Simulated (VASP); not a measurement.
# Ca (P-1) in VASP: single point with PBEsol

Aim: the single point of Ca with PBEsol.

All numbers are computed with VASP 6.6.1; they aren't measurements. Logs are shortened: lines on timing, memory, paths and dates and some standing lists are left out, and cuts for length are marked.

## 1. The cell of the first run

The typed cell holds 1 atom: a = 3.829 Å, b = 3.840 Å, c = 3.719 Å, α = 108.10°, β = 108.52°, γ = 112.27°.

## 2. Single point, PBEsol (strained)

File INCAR:

```
  PREC = Accurate
  ENCUT = 520
  EDIFF = 1E-6
  ISMEAR = 0
  SIGMA = 0.1
  LREAL = False
  LASPH = True
  NELM = 100
  ALGO = Fast
  ISIF = 2
  LWAVE = False
  LCHARG = False
  GGA = PS
  NBANDS = 11
```

File KPOINTS:

```
regular mesh
0
Gamma
  12 12 12
```

File POSCAR:

```
Ca
1.0
   -2.2463825160      2.2519015620      2.1321011170
    2.2708033127     -2.2366166029      2.1412747694
    2.1669069312      2.1571410182     -2.1167528909
Ca
1
Direct
    0.5000000000      0.5000000000      0.0000000000
```

Potentials or basis: VASP PAW PBE potentials, release 64 (Ca_sv).

The run is started by

```bash
$ cat potpaw_PBE.64/Ca_sv/POTCAR > POTCAR
$ mpirun -np 1 vasp_std > vasp.out
```

OUTCAR:

```text
PREC = Accurate
   ENCUT = 520
   EDIFF = 1E-6
   ISMEAR = 0
   LREAL = False
   LASPH = True
   NELM = 100
   ISIF = 2
   GGA = PS

 ion  position               nearest neighbor table
   1  0.500  0.500  0.000-

  LATTYP: Found a triclinic cell.
 ALAT       =     9.7735994108
 B/A-ratio  =     0.6261123082
 C/A-ratio  =     0.3851827030
 COS(alpha) =     0.0058376149
 COS(beta)  =     0.2601448402
 COS(gamma) =     0.9490637222

  Lattice vectors:

 A1 = (   0.1833719663,  -8.8028002013,   4.2426794342)
 A2 = (   0.1038963815,  -4.3937576211,   4.2580276603)
 A3 = (  -2.1913277279,  -2.1724259773,  -2.1566229955)

Analysis of symmetry for initial positions (statically):
=====================================================================
 Subroutine PRICEL returns:
 Original cell was already a primitive cell.

 Routine SETGRP: Setting up the symmetry group for a
 triclinic supercell.

 Subroutine GETGRP returns: Found  2 space group operations
 (whereof  2 operations were pure point group operations)
 out of a pool of  2 trial point group operations.

The static configuration has the point symmetry S_2 .

Analysis of symmetry for dynamics (positions and initial velocities):
=====================================================================
 Subroutine PRICEL returns:
 Original cell was already a primitive cell.

 Routine SETGRP: Setting up the symmetry group for a
 triclinic supercell.

 Subroutine GETGRP returns: Found  2 space group operations
 (whereof  2 operations were pure point group operations)
 out of a pool of  2 trial point group operations.

The dynamic configuration has the point symmetry S_2 .

 Subroutine INISYM returns: Found  2 space group operations
 (whereof  2 operations are pure point group operations),
 and found     1 'primitive' translations

----------------------------------------------------------------------------------------

                                     Primitive cell

  volume of cell :      41.7912

  direct lattice vectors                    reciprocal lattice vectors
    -2.246382516  2.251901562  2.132101117     0.002759745  0.226044628  0.233182746
     2.270803313 -2.236616603  2.141274769     0.224113343  0.003229676  0.232714752
     2.166906931  2.157141018 -2.116752891     0.229489377  0.230950732 -0.002137511

  length of vectors
     3.829249303  3.839799363  3.718788220     0.324773741  0.323099639  0.325588980

  position of ions in fractional coordinates (direct lattice)
     0.500000000  0.500000000  0.000000000

  ion indices of the primitive-cell ions
   primitive index   ion index
                 1           1

----------------------------------------------------------------------------------------

 KPOINTS: regular mesh

Automatic generation of k-mesh.
 Grid dimensions read from file:
 generate k-points for:   12   12   12

 Generating k-lattice:

  Cartesian coordinates                     Fractional coordinates (reciprocal lattice)
     0.000229979  0.018837052  0.019431895     0.083333333 -0.000000000  0.000000000
     0.018676112  0.000269140  0.019392896     0.000000000  0.083333333  0.000000000
     0.019124115  0.019245894 -0.000178126    -0.000000000  0.000000000  0.083333333

  Length of vectors
     0.027064478  0.026924970  0.027132415

  Shift w.r.t. Gamma in fractional coordinates (k-lattice)
     0.000000000  0.000000000  0.000000000

 Subroutine IBZKPT returns following result:
 ===========================================

 Found    868 irreducible k-points:

 Following reciprocal coordinates:
            Coordinates               Weight
  0.000000  0.000000  0.000000      1.000000
  0.083333  0.000000  0.000000      2.000000
  0.166667 -0.000000  0.000000      2.000000
  0.250000  0.000000 -0.000000      2.000000
  0.333333  0.000000  0.000000      2.000000
  0.416667  0.000000 -0.000000      2.000000
[... 16 lines left out ...]
  0.250000  0.166667 -0.000000      2.000000
  0.333333  0.166667 -0.000000      2.000000
 [... further k-points ...]
   k-points           NKPTS =    868   k-points in BZ     NKDIM =    868   number of bands    NBANDS=     11
   number of dos      NEDOS =    301   number of ions     NIONS =      1
   total plane-waves  NPLWV =  23520
   dimension x,y,z NGX =    28 NGY =   30 NGZ =   28
   dimension x,y,z NGXF=    56 NGYF=   60 NGZF=   56
   ions per type =               1
   NGX,Y,Z   is equivalent  to a cutoff of  12.16, 12.99, 12.52 a.u.
   NGXF,Y,Z  is equivalent  to a cutoff of  24.31, 25.98, 25.03 a.u.
 SYSTEM =  unknown system
   PREC   = accura    normal or accurate (medium, high low for compatibility)
   ISTART =      0    job   : 0-new  1-cont  2-samecut
   ICHARG =      2    charge: 1-file 2-atom 10-const
   ISPIN  =      1    spin polarized calculation?
   LNONCOLLINEAR =      F non collinear calculations
   LSORBIT =      F    spin-orbit coupling
   LASPH  =      T    aspherical Exc in radial PAW
   ENCUT  =  520.0 eV  38.22 Ry    6.18 a.u.   7.12  7.14  6.91*2*pi/ulx,y,z
   NELM   =    100;   NELMIN=  2; NELMDL= -5     # of ELM steps
   EDIFF  = 0.1E-05   stopping-criterion for ELM
   LREAL  =      F    real-space projection
   EDIFFG = 0.1E-04   stopping-criterion for IOM
   NSW    =      0    number of steps for IOM
   IBRION =     -1    ionic relax: 0-MD 1-quasi-New 2-CG
   NFREE  =      0    steps in history (QN), initial steepest desc. (CG)
   ISIF   =      2    stress and relaxation
   ISYM   =      2    0-nonsym 1-usesym 2-fastsym
   POTIM  = 0.5000    time-step for ionic-motion
   TEBEG  =    0.0;   TEEND  =   0.0 temperature during run
   PSTRESS=    0.0 pullay stress
   NELECT =      10.0000    total number of electrons
   NUPDOWN=      -1.0000    fix difference up-down
   EMIN   =  10.00;   EMAX   =-10.00  energy-range for DOS
   EFERMI =   0.00;   METHOD = LEGACY
   ISMEAR =     0;   SIGMA  =   0.10  broadening in eV -4-tet -1-fermi 0-gaus
   EFERMI_NEDOS =   21; number of points for ismear=-14 and -15
   IALGO  =     68    algorithm
   IMIX   =      4    mixing-type and parameters
     AMIX     =   0.40;   BMIX     =  1.00
     AMIX_MAG =   1.60;   BMIX_MAG =  1.00
  volume/ion in A,a.u.               =      41.79       282.02
  Fermi-wavevector in a.u.,A,eV,Ry     =   1.016358  1.920638 14.054588  1.032983
  Thomas-Fermi vector in A             =   2.149697
   LORBIT       =      0    0 simple, 1 ext, 2 COOP (PROOUT), +10 PAW based schemes
   GGA     = PS    functional components
   LHFCALC =     F    Hartree Fock is set to
   AEXX    =    0.0000 exact exchange contribution
   IVDW    =     0    specifies the selected vdW correction
   LEPSILON=     F    determine dielectric tensor
   LRPA    =     F    only Hartree local field effects (RPA)
 non-spin polarized calculation
 RMM-DIIS sequential band-by-band and
 Gauss-broadening in eV      SIGMA  =   0.10
  energy-cutoff  :      520.00
  volume of cell :       41.79
 maximum number of plane-waves:      1141
   NGX = 15   NGY = 15   NGZ = 13

 number of electron      10.0000003 magnetization

 Free energy of the ion-electron system (eV)
  ---------------------------------------------------
  ext. energy  EPLUGINS =         0.00000000
  ---------------------------------------------------
  free energy    TOTEN  =        -2.11621501 eV

  energy without entropy =       -2.10778959  energy(sigma->0) =       -2.11200230

 E-fermi :   1.9891     XC(G=0):  -7.8397

 val. band max:        1.9888467749   @ k =  -0.4167   0.5000   0.4167
 cond. band min:       1.9896766757   @ k =   0.5000   0.0000  -0.0000
 fundamental gap:      0.0008299008
 Fermi energy:         1.9890971034

 k-point     1 :       0.0000    0.0000    0.0000
  band No.  band energies     occupation
      1     -39.8853      2.00000
      2     -20.8782      2.00000
      3     -20.8740      2.00000
      4     -20.8703      2.00000
      5      -2.1174      2.00000
      6       4.1354      0.00000
      7       4.2317      0.00000
      8       4.4414      0.00000
      9       5.2577      0.00000
     10       5.4541      0.00000
     11      11.8565      0.00000

 k-point     2 :       0.0833    0.0000    0.0000
  band No.  band energies     occupation
      1     -39.8842      2.00000
      2     -20.8864      2.00000
      3     -20.8765      2.00000
      4     -20.8731      2.00000
      5      -1.9895      2.00000
      6       4.0803      0.00000
      7       4.2580      0.00000
      8       4.4214      0.00000
      9       5.2469      0.00000
     10       5.3895      0.00000
     11      11.9580      0.00000

 k-point     3 :       0.1667   -0.0000    0.0000
  band No.  band energies     occupation
      1     -39.8813      2.00000
      2     -20.9131      2.00000
      3     -20.8840      2.00000
      4     -20.8755      2.00000
      5      -1.6148      2.00000
      6       3.8931      0.00000
      7       4.0383      0.00000
      8       4.6363      0.00000
      9       5.2169      0.00000
     10       5.3539      0.00000
     11      11.3407      0.00000

 k-point     4 :       0.2500    0.0000   -0.0000
  band No.  band energies     occupation
      1     -39.8774      2.00000
      2     -20.9498      2.00000
      3     -20.8961      2.00000
      4     -20.8763      2.00000
      5      -1.0220      2.00000
      6       3.5467      0.00000
      7       3.6586      0.00000
      8       5.0644      0.00000
      9       5.2603      0.00000
     10       5.4148      0.00000
     11       9.9431      0.00000
[... 239 lines left out ...]
 k-point    22 :       0.1667    0.1667   -0.0000
  band No.  band energies     occupation
      1     -39.8752      2.00000
      2     -20.9694      2.00000
      3     -20.8942      2.00000
      4     -20.8850      2.00000
      5      -0.6601      2.00000
      6       3.3689      0.00000
      7       3.4908      0.00000
      8       5.1495      0.00000
      9       5.2806      0.00000
     10       5.5897      0.00000
     11       9.5914      0.00000

 k-point    23 :       0.2500    0.1667   -0.0000
  band No.  band energies     occupation
      1     -39.8719      2.00000
      2     -20.9944      2.00000
      3     -20.9091      2.00000
      4     -20.8869      2.00000
      5       0.0841      2.00000
      6       2.9010      0.00000
      7       3.2562      0.00000
      8       5.2136      0.00000
      9       5.6720      0.00000
     10       5.8144      0.00000
     11       8.3495      0.00000

 k-point    24 :       0.3333    0.1667   -0.0000
  band No.  band energies     occupation
      1     -39.8695      2.00000
      2     -21.0088      2.00000
      3     -20.9233      2.00000
      4     -20.8875      2.00000
      5       0.8919      2.00000
      6       2.3901      0.00000
      7       3.0832      0.00000
      8       5.2843      0.00000
      9       5.7109      0.00000
     10       6.3243      0.00000
     11       7.4056      0.00000

 [... further k-points ...]

------------------------ aborting loop because EDIFF is reached ----------------------------------------

  FORCE on cell =-STRESS in cart. coord.  units (eV):
  Direction    XX          YY          ZZ          XY          YZ          ZX
  --------------------------------------------------------------------------------------
  -------------------------------------------------------------------------------------
  Total       -0.1367409     -0.1446151     -0.1417987      0.1149547     -0.0257356     -0.0352382
  in kB       -5.2423291     -5.5442078     -5.4362355      4.4070954     -0.9866441     -1.3509506
  external PRESSURE =      -5.4075908 kB  Pullay stress =       0.0000000 kB

 VOLUME and BASIS-vectors are now :
 -----------------------------------------------------------------------------
  energy-cutoff  :      520.00
  volume of cell :       41.79
      direct lattice vectors                 reciprocal lattice vectors
    -2.246382516  2.251901562  2.132101117     0.002759745  0.226044628  0.233182746
     2.270803313 -2.236616603  2.141274769     0.224113343  0.003229676  0.232714752
     2.166906931  2.157141018 -2.116752891     0.229489377  0.230950732 -0.002137511

 POSITION                                       TOTAL-FORCE (eV/Angst)
 -----------------------------------------------------------------------------------
      0.01221      0.00764      2.13669        -0.000000     -0.000000      0.000000
 -----------------------------------------------------------------------------------
    total drift:                                0.000000     -0.000000      0.000000

  FREE ENERGIE OF THE ION-ELECTRON SYSTEM (eV)
  ---------------------------------------------------
  free  energy   TOTEN  =        -2.1162150069 eV

  energy  without entropy=       -2.1077895890  energy(sigma->0) =       -2.11200230
```

It took 2.6 min on 1 thread of Intel Xeon 6975P-C (Granite Rapids), shared host; peak memory 0.48 GiB.

What came out:

```
Free energy            : -2.1162 eV
Pressure               : -0.5 GPa
Band gap on the k mesh : zero (bands 5 and 6 overlap by 0.47 eV)
```

Stress tensor (GPa, compression positive):
```
-0.52  0.44 -0.14
 0.44 -0.55 -0.10
-0.14 -0.10 -0.54
```

Levels at points of the mesh, in eV from the Fermi level:
| k point | band 1 | band 2 | band 3 | band 4 | band 5 | band 6 | band 7 | band 8 | band 9 | band 10 |
| --- | --- | --- | --- | --- | --- | --- | --- | --- | --- | --- |
| (0.00, 0.00, 0.00) | -41.87 | -22.87 | -22.86 | -22.86 | -4.11 | 2.15 | 2.24 | 2.45 | 3.27 | 3.47 |
| (0.50, 0.00, 0.00) | -41.86 | -23.01 | -22.91 | -22.87 | -0.92 | 0.00 | 1.22 | 3.34 | 3.71 | 4.41 |
| (0.00, 0.50, 0.00) | -41.86 | -23.01 | -22.91 | -22.87 | -0.94 | -0.03 | 1.25 | 3.31 | 3.71 | 4.39 |
| (0.50, 0.50, 0.00) | -41.86 | -23.00 | -22.91 | -22.86 | -1.07 | -0.22 | 1.41 | 3.21 | 3.67 | 4.35 |
| (0.00, 0.00, 0.50) | -41.86 | -23.03 | -22.92 | -22.85 | -0.90 | 0.02 | 1.48 | 3.06 | 3.50 | 4.44 |
| (0.50, 0.00, 0.50) | -41.86 | -23.02 | -22.91 | -22.86 | -0.89 | 0.05 | 1.27 | 3.26 | 3.66 | 4.42 |
| (0.00, 0.50, 0.50) | -41.86 | -23.02 | -22.91 | -22.87 | -0.88 | 0.05 | 1.23 | 3.31 | 3.68 | 4.42 |
| (0.50, 0.50, 0.50) | -41.85 | -22.99 | -22.97 | -22.95 | -0.01 | 0.05 | 3.70 | 3.81 | 4.08 | 4.19 |

Caveat: the cell differs from its parent crystal (strained); the PAW data sets were made with another functional, which shifts forces and pressure a little.
